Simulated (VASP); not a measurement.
Nb:

```xyz
1
Lattice="-1.6640 1.6640 1.6640 1.6640 -1.6640 1.6640 1.6640 1.6640 -1.6640" Properties=species:S:1:pos:R:3 pbc="T T T"
Nb    0.0000    0.0000    0.0000
```

| Item | Value |
| --- | --- |
| Program | VASP 6.6.1 |
| Task | relaxation of cell and atoms |
| Functional | r2SCAN |
| Potentials or basis | VASP PAW PBE potentials, release 64 (Nb_sv) |
| Cutoff | 550 eV |
| k mesh | 24 × 24 × 24 |
| Occupations | fermi-dirac, width 0.08 eV |
| Spin | no spin polarisation |

At the start: pressure -3.8 GPa; volume 18.43 Å³/atom.

Q: Where does the relaxation end?

A: Over 6 steps the energy falls by 4.9 meV/atom and the volume is 18.02 Å³/atom (-2.2 %); space group Im-3m (No. 229, to 0.1 Å) before and after.

The path:
```tsv
step	energy change (eV)	largest force (eV/Å)	pressure (GPa)	volume (Å³)
1	0.0000	0.0000	-3.77	18.43
2	0.0118	0.0000	7.66	17.30
3	-0.0049	0.0000	-0.04	18.02
4	-0.0049	0.0000	0.03	18.01
5	-0.0049	0.0000	-0.05	18.02
6	-0.0049	0.0000	0.00	18.02
```

Final structure:
```xyz
1
Lattice="-1.6515 1.6515 1.6515 1.6515 -1.6515 1.6515 1.6515 1.6515 -1.6515" Properties=species:S:1:pos:R:3 pbc="T T T"
Nb    0.0000    0.0000    0.0000
```

Caveat: the PAW data sets were made with another functional, which shifts forces and pressure a little.
